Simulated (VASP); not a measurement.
# AlN (P2_1) in VASP: further runs

Runs on AlN. Level: LDA. Tasks: single point.

Everything below comes from runs of VASP 6.6.1. Logs are shortened: lines on timing, memory, paths and dates and some standing lists are left out, and cuts for length are marked.

## (1) The cell of the first run

It takes space group P2_1 (No. 4, monoclinic). The conventional cell has a = 3.089 Å, b = 4.944 Å, c = 3.089 Å, α = 90.00°, β = 120.00°, γ = 90.00°. Within 2.5 Å of Al (site symmetry 1) lie 4 N at 1.87 to 1.90 Å. Within 2.5 Å of N (site symmetry 1) lie 4 Al at 1.87 to 1.90 Å.

## (2) Single point, LDA (mode 4 frozen in at -0.086 Å and mode 5 at -0.069 Å (largest displacements))

File INCAR:

```
SYSTEM = AlN
  ALGO = Normal
  EDIFF = 1E-6
  ENCUT = 520
  GGA = CA
  ISIF = 2
  ISMEAR = 0
  LASPH = .True.
  LCHARG = .True.
  LELF = .True.
  LREAL = .False.
  LVHAR = .True.
  LWAVE = .False.
  NBANDS = 16
  NELM = 80
  PREC = Accurate
  SIGMA = 0.05
```

File KPOINTS:

```
k-points
0
Gamma
  9 9 6
  0 0 0
```

File POSCAR:

```
AlN
1.0
    3.0887424016      0.0000000000      0.0000000000
   -1.5443712008      2.6749293856      0.0000000000
    0.0000000000      0.0000000000      4.9437688231
Al N
2 2
Direct
    0.2926301337      0.6409463615      0.0015212672
    0.7073698663      0.3590536385      0.5015212672
    0.3696541108      0.6896177243      0.3834787328
    0.6303458892      0.3103822757      0.8834787328
```

Potentials or basis: VASP PAW LDA potentials, release 64 (Al, N).

Command:

```bash
> cat potpaw_LDA.64/Al/POTCAR potpaw_LDA.64/N/POTCAR > POTCAR
> mpirun -np 1 vasp_std > vasp.out
```

OUTCAR:

```text
SYSTEM = AlN
   EDIFF = 1E-6
   ENCUT = 520
   GGA = CA
   ISIF = 2
   ISMEAR = 0
   LASPH = .True.
   LREAL = .False.
   NELM = 80
   PREC = Accurate

 ion  position               nearest neighbor table
   1  0.293  0.641  0.002-   4 1.87   4 1.88   4 1.88   3 1.90   2 2.93   2 2.93   2 3.10   2 3.10
                             2 3.14   2 3.14
   2  0.707  0.359  0.502-   3 1.87   3 1.88   3 1.88   4 1.90   1 2.93   1 2.93   1 3.10   1 3.10
                             1 3.14   1 3.14
   3  0.370  0.690  0.383-   2 1.87   2 1.88   2 1.88   1 1.90
   4  0.630  0.310  0.883-   1 1.87   1 1.88   1 1.88   2 1.90

  LATTYP: Found a hexagonal cell.
 ALAT       =     3.0887424016
 C/A-ratio  =     1.6005766038

  Lattice vectors:

 A1 = (   3.0887424016,   0.0000000000,   0.0000000000)
 A2 = (  -1.5443712008,   2.6749293856,   0.0000000000)
 A3 = (   0.0000000000,   0.0000000000,   4.9437688231)

Analysis of symmetry for initial positions (statically):
=====================================================================
 Subroutine PRICEL returns:
 Original cell was already a primitive cell.

 Routine SETGRP: Setting up the symmetry group for a
 hexagonal supercell.

 Subroutine GETGRP returns: Found  2 space group operations
 (whereof  1 operations were pure point group operations)
 out of a pool of 24 trial point group operations.

The static configuration has the point symmetry C_1 .
 The point group associated with its full space group is C_2 .

Analysis of symmetry for dynamics (positions and initial velocities):
=====================================================================
 Subroutine PRICEL returns:
 Original cell was already a primitive cell.

 Routine SETGRP: Setting up the symmetry group for a
 hexagonal supercell.

 Subroutine GETGRP returns: Found  2 space group operations
 (whereof  1 operations were pure point group operations)
 out of a pool of 24 trial point group operations.

The dynamic configuration has the point symmetry C_1 .
 The point group associated with its full space group is C_2 .

 Subroutine INISYM returns: Found  2 space group operations
 (whereof  1 operations are pure point group operations),
 and found     1 'primitive' translations

----------------------------------------------------------------------------------------

                                     Primitive cell

  volume of cell :      40.8462

  direct lattice vectors                    reciprocal lattice vectors
     3.088742402  0.000000000  0.000000000     0.323756361  0.186920822  0.000000000
    -1.544371201  2.674929386  0.000000000     0.000000000  0.373841644  0.000000000
     0.000000000  0.000000000  4.943768823     0.000000000  0.000000000  0.202274830

  length of vectors
     3.088742402  3.088742402  4.943768823     0.373841644  0.373841644  0.202274830

  position of ions in fractional coordinates (direct lattice)
     0.292630134  0.640946361  0.001521267
     0.707369866  0.359053639  0.501521267
     0.369654111  0.689617724  0.383478733
     0.630345889  0.310382276  0.883478733

  ion indices of the primitive-cell ions
   primitive index   ion index
                 1           1
                 2           2
                 3           3
                 4           4

----------------------------------------------------------------------------------------

 KPOINTS: k-points

Automatic generation of k-mesh.
 Grid dimensions read from file:
 generate k-points for:    9    9    6

 Generating k-lattice:

  Cartesian coordinates                     Fractional coordinates (reciprocal lattice)
     0.035972929  0.020768980  0.000000000     0.111111111 -0.000000000  0.000000000
     0.000000000  0.041537960  0.000000000     0.000000000  0.111111111  0.000000000
     0.000000000  0.000000000  0.033712472     0.000000000  0.000000000  0.166666667

  Length of vectors
     0.041537960  0.041537960  0.033712472

  Shift w.r.t. Gamma in fractional coordinates (k-lattice)
     0.000000000  0.000000000  0.000000000

 Subroutine IBZKPT returns following result:
 ===========================================

 Found    164 irreducible k-points:

 Following reciprocal coordinates:
            Coordinates               Weight
  0.000000  0.000000  0.000000      1.000000
  0.111111  0.000000  0.000000      2.000000
  0.000000  0.111111  0.000000      2.000000
 -0.111111  0.111111  0.000000      2.000000
  0.222222 -0.000000  0.000000      2.000000
  0.000000  0.222222  0.000000      2.000000
[... 16 lines left out ...]
  0.333333  0.111111  0.000000      2.000000
 -0.111111  0.444444  0.000000      2.000000
 [... further k-points ...]
   k-points           NKPTS =    164   k-points in BZ     NKDIM =    164   number of bands    NBANDS=     16
   number of dos      NEDOS =    301   number of ions     NIONS =      4
   total plane-waves  NPLWV =  23040
   dimension x,y,z NGX =    24 NGY =   24 NGZ =   40
   dimension x,y,z NGXF=    48 NGYF=   48 NGZF=   80
   ions per type =               2   2
   NGX,Y,Z   is equivalent  to a cutoff of  12.92, 12.92, 13.45 a.u.
   NGXF,Y,Z  is equivalent  to a cutoff of  25.84, 25.84, 26.90 a.u.
 SYSTEM =  AlN
   PREC   = accura    normal or accurate (medium, high low for compatibility)
   ISTART =      0    job   : 0-new  1-cont  2-samecut
   ICHARG =      2    charge: 1-file 2-atom 10-const
   ISPIN  =      1    spin polarized calculation?
   LNONCOLLINEAR =      F non collinear calculations
   LSORBIT =      F    spin-orbit coupling
   LASPH  =      T    aspherical Exc in radial PAW
   ENCUT  =  520.0 eV  38.22 Ry    6.18 a.u.   5.74  5.74  9.19*2*pi/ulx,y,z
   NELM   =     80;   NELMIN=  2; NELMDL= -5     # of ELM steps
   EDIFF  = 0.1E-05   stopping-criterion for ELM
   LREAL  =      F    real-space projection
   EDIFFG = 0.1E-04   stopping-criterion for IOM
   NSW    =      0    number of steps for IOM
   IBRION =     -1    ionic relax: 0-MD 1-quasi-New 2-CG
   NFREE  =      0    steps in history (QN), initial steepest desc. (CG)
   ISIF   =      2    stress and relaxation
   ISYM   =      2    0-nonsym 1-usesym 2-fastsym
   POTIM  = 0.5000    time-step for ionic-motion
   TEBEG  =    0.0;   TEEND  =   0.0 temperature during run
   PSTRESS=    0.0 pullay stress
   NELECT =      16.0000    total number of electrons
   NUPDOWN=      -1.0000    fix difference up-down
   EMIN   =  10.00;   EMAX   =-10.00  energy-range for DOS
   EFERMI =   0.00;   METHOD = LEGACY
   ISMEAR =     0;   SIGMA  =   0.05  broadening in eV -4-tet -1-fermi 0-gaus
   EFERMI_NEDOS =   21; number of points for ismear=-14 and -15
   IALGO  =     38    algorithm
   IMIX   =      4    mixing-type and parameters
     AMIX     =   0.40;   BMIX     =  1.00
     AMIX_MAG =   1.60;   BMIX_MAG =  1.00
  volume/ion in A,a.u.               =      10.21        68.91
  Fermi-wavevector in a.u.,A,eV,Ry     =   1.197836  2.263582 19.521797  1.434812
  Thomas-Fermi vector in A             =   2.333741
   LORBIT       =      0    0 simple, 1 ext, 2 COOP (PROOUT), +10 PAW based schemes
   GGA     = CA    functional components
   LHFCALC =     F    Hartree Fock is set to
   AEXX    =    0.0000 exact exchange contribution
   IVDW    =     0    specifies the selected vdW correction
   LEPSILON=     F    determine dielectric tensor
   LRPA    =     F    only Hartree local field effects (RPA)
 non-spin polarized calculation
 Gauss-broadening in eV      SIGMA  =   0.05
  energy-cutoff  :      520.00
  volume of cell :       40.85
 maximum number of plane-waves:      1118
   NGX = 11   NGY = 11   NGZ = 19

 number of electron      15.9999999 magnetization

 Free energy of the ion-electron system (eV)
  ---------------------------------------------------
  ext. energy  EPLUGINS =         0.00000000
  ---------------------------------------------------
  free energy    TOTEN  =       -32.74140455 eV

  energy without entropy =      -32.74140455  energy(sigma->0) =      -32.74140455

 E-fermi :   6.3982     XC(G=0): -11.3481

 val. band max:        6.1995344629   @ k =   0.0000   0.0000   0.0000
 cond. band min:      10.4739779320   @ k =   0.0000   0.0000   0.0000
 fundamental gap:      4.2744434691
 Fermi energy:         6.3981769578

 k-point     1 :       0.0000    0.0000    0.0000
  band No.  band energies     occupation
      1      -9.0473      2.00000
      2      -6.7476      2.00000
      3      -0.0227      2.00000
      4       5.1973      2.00000
      5       5.2788      2.00000
      6       5.7055      2.00000
[... 8 lines left out ...]
     15      19.3755      0.00000
     16      19.6525      0.00000

 k-point     2 :       0.1111    0.0000    0.0000
  band No.  band energies     occupation
      1      -8.8838      2.00000
      2      -6.6499      2.00000
      3       0.1656      2.00000
      4       4.4793      2.00000
      5       5.0178      2.00000
      6       5.1230      2.00000
[... 8 lines left out ...]
     15      19.2618      0.00000
     16      19.4755      0.00000

 k-point     3 :       0.0000    0.1111    0.0000
  band No.  band energies     occupation
      1      -8.8822      2.00000
      2      -6.6554      2.00000
      3       0.1698      2.00000
      4       4.5183      2.00000
      5       5.0372      2.00000
      6       5.2610      2.00000
[... 8 lines left out ...]
     15      19.0049      0.00000
     16      19.4593      0.00000

 k-point     4 :      -0.1111    0.1111    0.0000
  band No.  band energies     occupation
      1      -8.8825      2.00000
      2      -6.6547      2.00000
      3       0.1692      2.00000
      4       4.5218      2.00000
      5       5.0313      2.00000
      6       5.2327      2.00000
[... 8 lines left out ...]
     15      18.9980      0.00000
     16      19.4229      0.00000

 k-point     5 :       0.2222   -0.0000    0.0000
  band No.  band energies     occupation
      1      -8.4197      2.00000
      2      -6.3988      2.00000
      3       0.7089      2.00000
      4       2.8455      2.00000
      5       3.9625      2.00000
      6       4.6251      2.00000
[... 8 lines left out ...]
     15      18.7361      0.00000
     16      19.0513      0.00000

 k-point     6 :       0.0000    0.2222    0.0000
  band No.  band energies     occupation
      1      -8.4107      2.00000
      2      -6.4257      2.00000
      3       0.7309      2.00000
      4       3.0432      2.00000
      5       3.9347      2.00000
      6       4.6246      2.00000
[... 8 lines left out ...]
     15      18.5376      0.00000
     16      19.3727      0.00000
[... 267 lines left out ...]
 k-point    21 :       0.1111    0.2222    0.0000
  band No.  band energies     occupation
      1      -7.9846      2.00000
      2      -6.2491      2.00000
      3       1.2481      2.00000
      4       2.3549      2.00000
      5       2.8002      2.00000
      6       4.3707      2.00000
[... 8 lines left out ...]
     15      18.9899      0.00000
     16      20.3484      0.00000

 k-point    22 :       0.3333   -0.1111    0.0000
  band No.  band energies     occupation
      1      -7.9969      2.00000
      2      -6.2183      2.00000
      3       1.2196      2.00000
      4       2.0925      2.00000
      5       2.9910      2.00000
      6       4.3458      2.00000
[... 8 lines left out ...]
     15      19.3173      0.00000
     16      20.0643      0.00000

 k-point    23 :       0.3333    0.1111    0.0000
  band No.  band energies     occupation
      1      -7.3255      2.00000
      2      -6.0493      2.00000
      3       0.8381      2.00000
      4       2.1011      2.00000
      5       2.3625      2.00000
      6       3.7412      2.00000
[... 8 lines left out ...]
     15      19.0303      0.00000
     16      20.7909      0.00000

 k-point    24 :      -0.1111    0.4444    0.0000
  band No.  band energies     occupation
      1      -7.2571      2.00000
      2      -6.1817      2.00000
      3       1.2481      2.00000
      4       2.1449      2.00000
      5       2.3047      2.00000
      6       3.6444      2.00000
[... 8 lines left out ...]
     15      18.4152      0.00000
     16      20.9662      0.00000

 [... further k-points ...]
[... 5 lines left out ...]
  --------------------------------------------------------------------------------------
  -------------------------------------------------------------------------------------
  Total       -0.0799619      0.1041413      0.1648339     -0.2270112      0.0000000      0.0000000
  in kB       -3.1364720      4.0848985      6.4655427     -8.9044204      0.0000000      0.0000000
  external PRESSURE =       2.4713231 kB  Pullay stress =       0.0000000 kB

 VOLUME and BASIS-vectors are now :
 -----------------------------------------------------------------------------
  energy-cutoff  :      520.00
  volume of cell :       40.85
      direct lattice vectors                 reciprocal lattice vectors
     3.088742402  0.000000000  0.000000000     0.323756361  0.186920822  0.000000000
    -1.544371201  2.674929386  0.000000000     0.000000000  0.373841644  0.000000000
     0.000000000  0.000000000  4.943768823     0.000000000  0.000000000  0.202274830

 POSITION                                       TOTAL-FORCE (eV/Angst)
 -----------------------------------------------------------------------------------
     -0.08600      1.71449      0.00752         0.544827      0.403655      0.086895
      1.63037      0.96044      2.47941        -0.544827     -0.403655      0.086895
      0.07674      1.84468      1.89583        -0.200736     -0.174330     -0.086895
      1.46763      0.83025      4.36771         0.200736      0.174330     -0.086895
 -----------------------------------------------------------------------------------
    total drift:                               -0.000000     -0.000000     -0.000552

  FREE ENERGIE OF THE ION-ELECTRON SYSTEM (eV)
  ---------------------------------------------------
  free  energy   TOTEN  =       -32.7414045504 eV

  energy  without entropy=      -32.7414045504  energy(sigma->0) =      -32.74140455
```

Run time: 50 s. Hardware: 1 thread of Intel Xeon Platinum 8375C at 2.90GHz (Ice Lake), shared host; peak memory 0.2 GiB.

Results:

* Free energy: -32.7414 eV
* Pressure: 0.2 GPa
* Largest force: 0.684 eV/Å
* Band gap on the k mesh: 4.27 eV, direct

Forces on the atoms (eV/Å):
```
Al   0.545  0.404  0.087
Al  -0.545 -0.404  0.087
N   -0.201 -0.174 -0.087
N    0.201  0.174 -0.087
```

Stress tensor (GPa, compression positive):
```
-0.31 -0.89  0.00
-0.89  0.41  0.00
 0.00  0.00  0.65
```

Levels at points of the mesh, in eV from the valence-band top:
```
           k point  band 6  band 7  band 8  band 9  band 10  band 11
(0.00, 0.00, 0.00)   -0.49   -0.13    0.00    4.27     6.63    10.41
(0.00, 0.00, 0.50)   -0.69   -0.59   -0.59    6.45     6.45    10.17
```

Caveat: the cell differs from its parent crystal (mode 4 frozen in at -0.086 Å and mode 5 at -0.069 Å (largest displacements)).

## (3) Single point, LDA (mode 4 frozen in at -0.052 Å and mode 5 at +0.069 Å (largest displacements))

File INCAR:

```
ALGO = Normal ; EDIFF = 1E-6
ENCUT = 520 ; GGA = CA
ISIF = 2 ; ISMEAR = 0
LASPH = T ; LCHARG = F
LREAL = F ; LWAVE = F
NBANDS = 16 ; NELM = 80
PREC = Accurate ; SIGMA = 0.05
```

File KPOINTS:

```
k-points
0
Gamma
  9 9 6
```

File POSCAR:

```
AlN
1.0
    3.0887424016      0.0000000000      0.0000000000
   -1.5443712008      2.6749293856      0.0000000000
    0.0000000000      0.0000000000      4.9437688231
Al N
2 2
Direct
    0.3294876577      0.6923869718      0.0015212672
    0.6705123423      0.3076130282      0.5015212672
    0.3367649537      0.6437156091      0.3834787328
    0.6632350463      0.3562843909      0.8834787328
```

Potentials or basis: VASP PAW LDA potentials, release 64 (Al, N).

Command:

```bash
> cat potpaw_LDA.64/Al/POTCAR potpaw_LDA.64/N/POTCAR > POTCAR
> mpirun -np 1 vasp_std > vasp.out
```

Run time: 47 s. Hardware: 1 thread of Intel Xeon Platinum 8375C at 2.90GHz (Ice Lake), shared host; peak memory 0.2 GiB.

The run converged. Its results:

- Free energy: -32.7822 eV
- Pressure: 0.4 GPa
- Largest force: 0.482 eV/Å
- Band gap on the k mesh: 4.33 eV, direct

Forces in eV/Å, atoms in the order of the input:
```
Al   0.260 -0.402  0.053
Al  -0.260  0.402  0.053
N   -0.149  0.175 -0.053
N    0.149 -0.175 -0.053
```

Stress tensor (GPa, compression positive):
```
 0.61  0.20  0.00
 0.20 -0.04  0.00
 0.00  0.00  0.55
```

Levels at points of the mesh, in eV from the valence-band top:
| k point | band 5 | band 6 | band 7 | band 8 | band 9 | band 10 | band 11 | band 12 |
| --- | --- | --- | --- | --- | --- | --- | --- | --- |
| (0.00, 0.00, 0.00) | -0.89 | -0.41 | -0.15 | 0.00 | 4.33 | 6.67 | 10.49 | 10.76 |
| (0.00, 0.00, 0.50) | -0.65 | -0.65 | -0.58 | -0.58 | 6.51 | 6.51 | 10.24 | 10.24 |

Caveat: the cell differs from its parent crystal (mode 4 frozen in at -0.052 Å and mode 5 at +0.069 Å (largest displacements)). A k mesh can miss the band edges.

## (4) Single point, LDA (mode 4 frozen in at -0.069 Å and mode 5 at -0.052 Å (largest displacements))

File INCAR:

```
SYSTEM = AlN
PREC = Accurate
ENCUT = 520
EDIFF = 1E-6
ISMEAR = 0
SIGMA = 0.05
LREAL = .False.
LASPH = .True.
NELM = 80
ALGO = Normal
ISIF = 2
LWAVE = .False.
LCHARG = .True.
LELF = .True.
LVHAR = .True.
NBANDS = 16
```

File KPOINTS:

```
regular mesh
0
Gamma
  9 9 6
  0 0 0
```

File POSCAR:

```
AlN
1.0
    3.0887424016      0.0000000000      0.0000000000
   -1.5443712008      2.6749293856      0.0000000000
    0.0000000000      0.0000000000      4.9437688231
Al N
2 2
Direct
    0.3014137813      0.6473764378      0.0015212672
    0.6985862187      0.3526235622      0.5015212672
    0.3618161789      0.6838799599      0.3834787328
    0.6381838211      0.3161200401      0.8834787328
```

Command:

```bash
> cat potpaw_LDA.64/Al/POTCAR potpaw_LDA.64/N/POTCAR > POTCAR
> mpirun -np 1 vasp_std > vasp.out
```

It took 45 s on 1 thread of Intel Xeon Platinum 8375C at 2.90GHz (Ice Lake), shared host; peak memory 0.2 GiB.

It converged, with:

```yaml
Free_energy: -32.7805 eV
Pressure: 0.4 GPa
Largest_force: 0.526 eV/Å
Band_gap_on_the_k_mesh: 4.33 eV, direct
```

Forces in eV/Å, atoms in the order of the input:
```
Al   0.426  0.304  0.054
Al  -0.426 -0.304  0.054
N   -0.165 -0.130 -0.054
N    0.165  0.130 -0.054
```

Stress tensor (GPa, compression positive):
```
 0.00 -0.58  0.00
-0.58  0.54  0.00
 0.00  0.00  0.59
```

Levels at points of the mesh, in eV from the valence-band top:
| k point | band 4 | band 5 | band 6 | band 7 | band 8 | band 9 | band 10 | band 11 | band 12 | band 13 |
| --- | --- | --- | --- | --- | --- | --- | --- | --- | --- | --- |
| (0.00, 0.00, 0.00) | -0.97 | -0.90 | -0.42 | -0.14 | 0.00 | 4.33 | 6.67 | 10.50 | 10.71 | 11.44 |
| (0.00, 0.00, 0.50) | -3.41 | -0.65 | -0.65 | -0.57 | -0.57 | 6.51 | 6.51 | 10.23 | 10.23 | 11.35 |

Caveat: the cell differs from its parent crystal (mode 4 frozen in at -0.069 Å and mode 5 at -0.052 Å (largest displacements)). A k mesh can miss the band edges.
